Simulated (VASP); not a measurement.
# AlRu (Pm-3m) in VASP: a series of runs, part 2 of 3

VASP 6.6.1. The steps go on from the part before.

**4. Vibrations by perturbation theory, LDA**

This run uses another cell than the first one, of 12.89 Å³/atom.

Input file INCAR:

```
SYSTEM = AlRu
PREC     = Accurate       ! precision mode
ENCUT    = 520            ! plane-wave cutoff, eV
EDIFF    = 1E-8           ! SCF threshold, eV
ISMEAR   = -1             ! smearing method
SIGMA    = 0.08           ! smearing width, eV
LREAL    = .False.        ! projectors in reciprocal space
LASPH    = .True.         ! aspherical terms in the spheres
NELM     = 60             ! most SCF steps
ALGO     = Normal         ! electronic algorithm
ISIF     = 2              ! what is computed and relaxed
LWAVE    = .False.        ! write WAVECAR
LCHARG   = .False.        ! write CHGCAR
GGA      = CA             ! functional
NBANDS   = 16             ! bands
IBRION   = 8              ! ionic algorithm
NSW      = 1              ! ionic steps
```

Input file KPOINTS:

```
Automatic mesh
0
Gamma
  14 14 14
  0 0 0
```

Input file POSCAR:

```
AlRu
1.0
    2.9543637538      0.0000000000      0.0000000000
    0.0000000000      2.9543637538      0.0000000000
    0.0000000000      0.0000000000      2.9543637538
Al Ru
1 1
Direct
    0.0000000000      0.0000000000      0.0000000000
    0.5000000000      0.5000000000      0.5000000000
```

Potentials or basis: VASP PAW LDA potentials, release 64 (Al, Ru_pv).

The run is started by

```
> cat potpaw_LDA.64/Al/POTCAR potpaw_LDA.64/Ru_pv/POTCAR > POTCAR
> mpirun -np 1 vasp_std > vasp.out
```

OUTCAR:

```text
SYSTEM = AlRu
   PREC = Accurate
   ENCUT = 520
   EDIFF = 1E-8
   ISMEAR = -1
   LREAL = .False.
   LASPH = .True.
   NELM = 60
   ISIF = 2
   GGA = CA
   IBRION = 8
   NSW = 1

 ion  position               nearest neighbor table
   1  0.000  0.000  0.000-   2 2.56   2 2.56   2 2.56   2 2.56   2 2.56   2 2.56   2 2.56   2 2.56

   2  0.500  0.500  0.500-   1 2.56   1 2.56   1 2.56   1 2.56   1 2.56   1 2.56   1 2.56   1 2.56

  LATTYP: Found a simple cubic cell.
 ALAT       =     2.9543637538

  Lattice vectors:

[... 711 lines left out ...]
               1X          1Y          1Z          2X          2Y          2Z
  1X    -8.393562    0.000000    0.000000    8.393562   -0.000000   -0.000000
  1Y     0.000000   -8.393562    0.000000   -0.000000    8.393562   -0.000000
  1Z     0.000000    0.000000   -8.393562    0.000000   -0.000000    8.393562
  2X     8.384752   -0.000000    0.000000   -8.384752    0.000000   -0.000000
  2Y    -0.000000    8.384752    0.000000    0.000000   -8.384752    0.000000
  2Z    -0.000000   -0.000000    8.384752    0.000000    0.000000   -8.384752

 Eigenvectors and eigenvalues of the dynamical matrix
 ----------------------------------------------------

   1 f  =    9.813574 THz    61.660503 2PiTHz  327.345590 cm-1    40.585662 meV
             X         Y         Z           dx          dy          dz
      0.000000  0.000000  0.000000     0.888521   -0.000000    0.000000
      1.477182  1.477182  1.477182    -0.458836   -0.000000    0.000000
[... 21 lines left out ...]
   6 f/i=    0.002101 THz     0.013201 2PiTHz    0.070081 cm-1     0.008689 meV
             X         Y         Z           dx          dy          dz
      0.000000  0.000000  0.000000     0.319000    0.083716   -0.319000
      1.477182  1.477182  1.477182     0.617733    0.162112   -0.617733

--------------------------------------------------------------------------------------------------------

 ELASTIC MODULI CONTR FROM IONIC RELAXATION (kBar)
 Direction    XX          YY          ZZ          XY          YZ          ZX
 --------------------------------------------------------------------------------
 XX           0.0000      0.0000      0.0000      0.0000      0.0000      0.0000
 YY           0.0000      0.0000      0.0000      0.0000      0.0000      0.0000
 ZZ           0.0000      0.0000      0.0000      0.0000      0.0000      0.0000
 XY           0.0000      0.0000      0.0000      0.0000      0.0000      0.0000
 YZ           0.0000      0.0000      0.0000      0.0000      0.0000      0.0000
 ZX           0.0000      0.0000      0.0000      0.0000      0.0000      0.0000
 --------------------------------------------------------------------------------
```

Wall time 2.9 min (1 thread of Intel Xeon 6975P-C, shared host); peak memory 0.39 GiB.

What came out:

| Item | Value |
| --- | --- |
| Highest phonon frequency at Γ | 327 cm⁻¹ |

Phonon frequencies in cm⁻¹ (negative: imaginary):
```csv
q point,frequencies
"(0.000, 0.000, 0.000)",0 0 0 327 327 327
```

**5. Vibrations by perturbation theory, LDA**

This run uses another cell than the first one, of 12.89 Å³/atom.

Input file INCAR:

```
PREC     = Accurate       # precision mode
ENCUT    = 520            # plane-wave cutoff, eV
EDIFF    = 1E-8           # SCF threshold, eV
ISMEAR   = -1             # smearing method
SIGMA    = 0.08           # smearing width, eV
LREAL    = F              # projectors in reciprocal space
LASPH    = T              # aspherical terms in the spheres
NELM     = 80             # most SCF steps
ALGO     = Normal         # electronic algorithm
ISIF     = 2              # what is computed and relaxed
LWAVE    = F              # write WAVECAR
LCHARG   = T              # write CHGCAR
IBRION   = 8              # ionic algorithm
NSW      = 1              # ionic steps
```

Input file KPOINTS:

```
regular mesh
0
Gamma
  14 14 14
```

POSCAR is that of step 4.

Potentials or basis: VASP PAW LDA potentials, release 64 (Al, Ru_pv).

The run is started by

```
> cat potpaw_LDA.64/Al/POTCAR potpaw_LDA.64/Ru_pv/POTCAR > POTCAR
> mpirun -np 1 vasp_std > vasp.out
```

OUTCAR:

```text
PREC = Accurate
   ENCUT = 520
   EDIFF = 1E-8
   ISMEAR = -1
   LREAL = F
   LASPH = T
   NELM = 80
   ISIF = 2
   IBRION = 8
   NSW = 1

 ion  position               nearest neighbor table
   1  0.000  0.000  0.000-   2 2.56   2 2.56   2 2.56   2 2.56   2 2.56   2 2.56   2 2.56   2 2.56

   2  0.500  0.500  0.500-   1 2.56   1 2.56   1 2.56   1 2.56   1 2.56   1 2.56   1 2.56   1 2.56

  LATTYP: Found a simple cubic cell.
 ALAT       =     2.9543637538

  Lattice vectors:

 A1 = (   2.9543637538,   0.0000000000,   0.0000000000)
 A2 = (   0.0000000000,   2.9543637538,   0.0000000000)
 A3 = (   0.0000000000,   0.0000000000,   2.9543637538)

Analysis of symmetry for initial positions (statically):
=====================================================================
 Subroutine PRICEL returns:
 Original cell was already a primitive cell.

 Routine SETGRP: Setting up the symmetry group for a
 simple cubic supercell.

 Subroutine GETGRP returns: Found 48 space group operations
 (whereof 48 operations were pure point group operations)
 out of a pool of 48 trial point group operations.

The static configuration has the point symmetry O_h .

Analysis of symmetry for dynamics (positions and initial velocities):
=====================================================================
 Subroutine PRICEL returns:
 Original cell was already a primitive cell.

 Routine SETGRP: Setting up the symmetry group for a
 simple cubic supercell.

 Subroutine GETGRP returns: Found 48 space group operations
 (whereof 48 operations were pure point group operations)
 out of a pool of 48 trial point group operations.

The dynamic configuration has the point symmetry O_h .

 Subroutine INISYM returns: Found 48 space group operations
 (whereof 48 operations are pure point group operations),
 and found     1 'primitive' translations

----------------------------------------------------------------------------------------

                                     Primitive cell

  volume of cell :      25.7865

  direct lattice vectors                    reciprocal lattice vectors
     2.954363754  0.000000000  0.000000000     0.338482355  0.000000000  0.000000000
     0.000000000  2.954363754  0.000000000     0.000000000  0.338482355  0.000000000
     0.000000000  0.000000000  2.954363754     0.000000000  0.000000000  0.338482355

  length of vectors
     2.954363754  2.954363754  2.954363754     0.338482355  0.338482355  0.338482355

  position of ions in fractional coordinates (direct lattice)
     0.000000000  0.000000000  0.000000000
     0.500000000  0.500000000  0.500000000

  ion indices of the primitive-cell ions
   primitive index   ion index
                 1           1
                 2           2

[... 140 lines left out ...]
     11      17.2614      0.00000
     12      17.2614      0.00000
[... 331 lines left out ...]
 k-point    24 :       0.3571    0.2143    0.0000
  band No.  band energies     occupation
      1     -30.7117      2.00000
      2     -30.5991      2.00000
      3     -30.4979      2.00000
      4       4.0957      2.00000
      5       6.9679      2.00000
      6       8.3593      2.00000
      7       9.3530      2.00000
      8       9.7997      2.00000
      9      10.6983      1.97902
     10      13.8230      0.00000
     11      17.6258      0.00000
     12      20.0949      0.00000

 [... further k-points ...]

------------------------ aborting loop because EDIFF is reached ----------------------------------------

  FORCE on cell =-STRESS in cart. coord.  units (eV):
  Direction    XX          YY          ZZ          XY          YZ          ZX
  --------------------------------------------------------------------------------------
  -------------------------------------------------------------------------------------
  Total        0.0948763      0.0948763      0.0948763      0.0000000      0.0000000     -0.0000000
  in kB        5.8949007      5.8949007      5.8949007      0.0000000      0.0000000     -0.0000000
  external PRESSURE =       5.8949007 kB  Pullay stress =       0.0000000 kB

 VOLUME and BASIS-vectors are now :
 -----------------------------------------------------------------------------
  energy-cutoff  :      520.00
  volume of cell :       25.79
      direct lattice vectors                 reciprocal lattice vectors
     2.954363754  0.000000000  0.000000000     0.338482355  0.000000000  0.000000000
     0.000000000  2.954363754  0.000000000     0.000000000  0.338482355  0.000000000
     0.000000000  0.000000000  2.954363754     0.000000000  0.000000000  0.338482355

 POSITION                                       TOTAL-FORCE (eV/Angst)
 -----------------------------------------------------------------------------------
      0.00000      0.00000      0.00000         0.000000      0.000000      0.000000
      1.47718      1.47718      1.47718         0.000000      0.000000      0.000000
 -----------------------------------------------------------------------------------
    total drift:                                0.000000     -0.000000     -0.000000

  FREE ENERGIE OF THE ION-ELECTRON SYSTEM (eV)
  ---------------------------------------------------
  free  energy   TOTEN  =       -16.1949553766 eV

  energy  without entropy=      -16.1606508579  energy(sigma->0) =      -16.17780312

[... ionic steps 2 to 3 ...]

--------------------------------------- Ionic step        4  -------------------------------------------

------------------------ aborting loop because EDIFF is reached ----------------------------------------

[... ionic steps 5 to 6 ...]

--------------------------------------- Ionic step        7  -------------------------------------------

 Free energy of the ion-electron system (eV)
  ---------------------------------------------------
  ---------------------------------------------------
  free energy    TOTEN  =        -0.64066432 eV

  energy without entropy =       -0.64066432

------------------------ aborting loop because EDIFF is reached ----------------------------------------

 INTERNAL STRAIN TENSOR  FOR ION    2  DIRECTION 1   (eV/Angst):
 -----------------------------------------------------------------------------
     0.05792  0.00000 -0.00000
     0.00000 -0.00690  0.00000
    -0.00000  0.00000 -0.00690

 INTERNAL STRAIN TENSOR FOR ION    2 for displacements in x,y,z  (eV/Angst):
          X           Y           Z          XY          YZ          ZX
  --------------------------------------------------------------------------------
  x     0.00000     0.00000     0.00000     0.00000     0.00000     0.00000
  y     0.00000     0.00000     0.00000     0.00000     0.00000     0.00000
  z     0.00000     0.00000     0.00000     0.00000     0.00000     0.00000

 SECOND DERIVATIVES (NOT SYMMETRIZED)
 ------------------------------------
               1X          1Y          1Z          2X          2Y          2Z
  1X    -8.392950    0.000000    0.000000    8.392950   -0.000000    0.000000
  1Y     0.000000   -8.392950   -0.000000   -0.000000    8.392950    0.000000
  1Z     0.000000    0.000000   -8.392950   -0.000000   -0.000000    8.392950
  2X     8.385165   -0.000000   -0.000000   -8.385165    0.000000    0.000000
  2Y    -0.000000    8.385165   -0.000000    0.000000   -8.385165    0.000000
  2Z    -0.000000   -0.000000    8.385165    0.000000    0.000000   -8.385165

 Eigenvectors and eigenvalues of the dynamical matrix
 ----------------------------------------------------

   1 f  =    9.813342 THz    61.659047 2PiTHz  327.337858 cm-1    40.584704 meV
             X         Y         Z           dx          dy          dz
      0.000000  0.000000  0.000000    -0.888510   -0.000000   -0.000000
      1.477182  1.477182  1.477182     0.458858    0.000000    0.000000
[... 21 lines left out ...]
   6 f/i=    0.001857 THz     0.011665 2PiTHz    0.061927 cm-1     0.007678 meV
             X         Y         Z           dx          dy          dz
      0.000000  0.000000  0.000000    -0.000000   -0.458858   -0.000000
      1.477182  1.477182  1.477182    -0.000000   -0.888510    0.000000

--------------------------------------------------------------------------------------------------------

 ELASTIC MODULI CONTR FROM IONIC RELAXATION (kBar)
 Direction    XX          YY          ZZ          XY          YZ          ZX
 --------------------------------------------------------------------------------
 XX           0.0000      0.0000      0.0000      0.0000      0.0000      0.0000
 YY           0.0000      0.0000      0.0000      0.0000      0.0000      0.0000
 ZZ           0.0000      0.0000      0.0000      0.0000      0.0000      0.0000
 XY           0.0000      0.0000      0.0000      0.0000      0.0000      0.0000
 YZ           0.0000      0.0000      0.0000      0.0000      0.0000      0.0000
 ZX           0.0000      0.0000      0.0000      0.0000      0.0000      0.0000
 --------------------------------------------------------------------------------
```

Wall time 2.6 min (1 thread of Intel Xeon 6975P-C, shared host); peak memory 0.35 GiB.

Results:

- Highest phonon frequency at Γ: 327 cm⁻¹

Phonon frequencies in cm⁻¹ (negative: imaginary):
```tsv
q point	frequencies
(0.000, 0.000, 0.000)	0 0 0 327 327 327
```

(Continued in part 3 of 3.)
